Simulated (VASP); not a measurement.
Write the native input for VASP 6.6.1 that does the following.

| Property | Result |
| --- | --- |
| Task | single point |
| Functional | r2SCAN |
| Potentials or basis | VASP PAW PBE potentials, release 64 (Mg, S) |
| Cutoff | 660 eV |
| k mesh | 5 × 5 × 5 |
| Occupations | gaussian, width 0.01 eV |
| Spin | no spin polarisation |
| Dipole correction | no |
| Further INCAR settings | ALGO = Normal; EDIFF = 1e-06; NBANDS = 11 |

MgS:

```xyz
2
Lattice="0.0000 2.7555 2.7555 2.7555 0.0000 2.7555 2.7555 2.7555 0.0000" Properties=species:S:1:pos:R:3 pbc="T T T"
Mg    0.0000    0.0000    0.0000
S     4.1332    4.1332    4.1332
```

One way to write it, as run:

POSCAR

```
MgS
1.0
    0.0000000000      2.7554609040      2.7554609040
    2.7554609040      0.0000000000      2.7554609040
    2.7554609040      2.7554609040      0.0000000000
Mg S
1 1
Direct
    0.0000000000      0.0000000000      0.0000000000
    0.7500000000      0.7500000000      0.7500000000
```

INCAR.step1

```
ALGO = Normal ; EDIFF = 1E-5
ENCUT = 660 ; GGA = PE
GGA_COMPAT = F ; ISMEAR = 0
LASPH = T ; LCHARG = F
LREAL = F ; LWAVE = T
NBANDS = 11 ; NELM = 120
PREC = Accurate ; SIGMA = 0.01
```

INCAR.step2

```
ALGO = Normal ; EDIFF = 1E-6
ENCUT = 660 ; GGA_COMPAT = F
ISIF = 2 ; ISMEAR = 0
ISTART = 1 ; LASPH = T
LCHARG = F ; LMIXTAU = T
LREAL = F ; LWAVE = F
METAGGA = R2SCAN ; NBANDS = 11
NELM = 120 ; PREC = Accurate
SIGMA = 0.01
```

KPOINTS

```
k-points
0
Gamma
  5 5 5
```

Potentials or basis: VASP PAW PBE potentials, release 64 (Mg, S).

The run is started by

```sh
$ cat potpaw_PBE.64/Mg/POTCAR potpaw_PBE.64/S/POTCAR > POTCAR
$ cp INCAR.step1 INCAR
$ mpirun -np 1 vasp_std > vasp.out
$ cp INCAR.step2 INCAR
$ mpirun -np 1 vasp_std > vasp.out
```

Results of the run:

```yaml
Pressure: 5.5 GPa
Band_gap_on_the_k_mesh: 4.57 eV
```

Caveat: the cell stands under pressure; the PAW data sets were made with another functional, which shifts forces and pressure a little; an odd mesh through Γ misses points on the zone boundary, where band edges can lie.

Wall time 35 s on 1 thread of AMD EPYC 7R13 Processor (Zen 3), with other jobs on the host, peak memory 0.18 GiB.
